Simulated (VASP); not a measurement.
A run of VASP 6.6.1 is set up as follows.

File POSCAR:

```
Ir
1.0
    0.0000000000      1.9269646700      1.9269646700
    1.9269646700      0.0000000000      1.9269646700
    1.9269646700      1.9269646700      0.0000000000
Ir
1
Direct
    0.0000000000      0.0000000000      0.0000000000
```

The input INCAR.step1:

```
  PREC = Accurate
  ENCUT = 600
  ISMEAR = 0
  SIGMA = 0.1
  LREAL = False
  LASPH = True
  NELM = 80
  GGA = PE
  ALGO = Normal
  EDIFF = 1E-4
  LWAVE = True
  LCHARG = False
```

Contents of INCAR.step2:

```
  PREC = Accurate
  ENCUT = 600
  EDIFF = 1E-6
  ISMEAR = 0
  SIGMA = 0.1
  LREAL = False
  LASPH = True
  NELM = 80
  ALGO = Normal
  ISIF = 3
  LWAVE = False
  LCHARG = False
  METAGGA = R2SCAN
  LMIXTAU = True
  IBRION = 2
  NSW = 100
  EDIFFG = -0.002
  ISTART = 1
```

File KPOINTS:

```
Automatic mesh
0
Gamma
  24 24 24
```

Potentials or basis: VASP PAW PBE potentials, release 64 (Ir).

Command:

```sh
$ cat potpaw_PBE.64/Ir/POTCAR > POTCAR
$ cp INCAR.step1 INCAR
$ mpirun -np 1 vasp_std > vasp.out
$ cp INCAR.step2 INCAR
$ mpirun -np 1 vasp_std > vasp.out
```

Task: Estimate the relaxed volume.

Result: 14.30 Å³/atom.

Task: Estimate the relaxed cell.

Result: a = 2.724 Å, b = 2.724 Å, c = 2.724 Å, α = 60.00°, β = 60.00°, γ = 60.00°.

Task: Predict the band gap on the k mesh.

Result: Zero (an odd number of electrons rules out a gap without spin polarisation).

Task: What does it give for the space group after relaxing (to 0.1 Å)?

Result: Fm-3m (No. 225).

Final structure:
```yaml
crystal:
  lattice:
    - [0.00000, 1.92639, 1.92639]
    - [1.92639, 0.00000, 1.92639]
    - [1.92639, 1.92639, 0.00000]
  atoms:
    - { symbol: Ir, position: [0.00000, 0.00000, 0.00000] }
```

Caveat: the PAW data sets were made with another functional, which shifts forces and pressure a little; spin-orbit coupling is left out, which moves the levels of the heavy elements.
